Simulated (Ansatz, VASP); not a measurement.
**One calculation of HgTe, two programs**

INCAR

```
ALGO = Normal
EDIFF = 1E-6
ENCUT = 520
GGA = PE
ISIF = 2
ISMEAR = 0
LASPH = True
LCHARG = False
LREAL = False
LWAVE = False
NBANDS = 16
NELM = 60
PREC = Accurate
SIGMA = 0.15
```

Contents of KPOINTS:

```
k-points
0
Gamma
  14 14 14
```

File POSCAR:

```
HgTe
1.0
    0.0000000000      3.1751475000      3.2718525000
    3.1751475000      0.0000000000      3.2718525000
    3.1751475000      3.1751475000      0.0000000000
Hg Te
1 1
Direct
    0.0000000000      0.0000000000      0.0000000000
    0.7500000000      0.7500000000      0.7500000000
```

Input for Ansatz:

```yaml
crystal:
  lattice:
    - [0.0, 3.1751475, 3.2718525]
    - [3.1751475, 0.0, 3.2718525]
    - [3.1751475, 3.1751475, 0.0]
  atoms:
    - { symbol: Hg, position: [0.0, 0.0, 0.0] }
    - { symbol: Te, position: [0.75, 0.75, 0.75] }
basis:
  ecutwfc: 420
kpoints:
  mp_grid: { grid: [14, 14, 14] }
hamiltonian:
  xc: pbe
scf:
  occupations: { method: gaussian, width: 0.15 }
output:
  forces: true
  stress: true
  eigenvalues: true
```

Change from the starting cell: strain -0.015 along x and y, +0.015 along z, atoms carried along.

Alike in both runs: task single point; functional PBE; k mesh 14 × 14 × 14; occupations gaussian, width 0.15 eV; no spin polarisation.

|  | VASP | Ansatz |
| --- | --- | --- |
| version | VASP 6.6.1 | Ansatz 0.2.0 |
| potentials or method | VASP PAW PBE potentials, release 64 (Hg, Te), cutoff 520 eV | scalar-relativistic, plane waves, PAW |
| valence electrons in the cell | 18 | 36 |

Ansatz gave:

| Item | Value |
| --- | --- |
| gap on the k mesh at the Fermi level (eV) | none |
| pressure (GPa) | 4.9 |
| traceless stress, the component that is largest in VASP (GPa) | -0.25 |

Which values does VASP return?

gap on the k mesh at the Fermi level (eV): none; pressure (GPa): 5.0; traceless stress, the component that is largest in VASP (GPa): -0.25.

A gap of «none» marks a metal or a gap that the smearing closes. VASP's potentials hold 18 valence electrons a cell and Ansatz's 36, so a difference there can come from the potentials and not from the codes.

Spin-orbit coupling is off throughout.
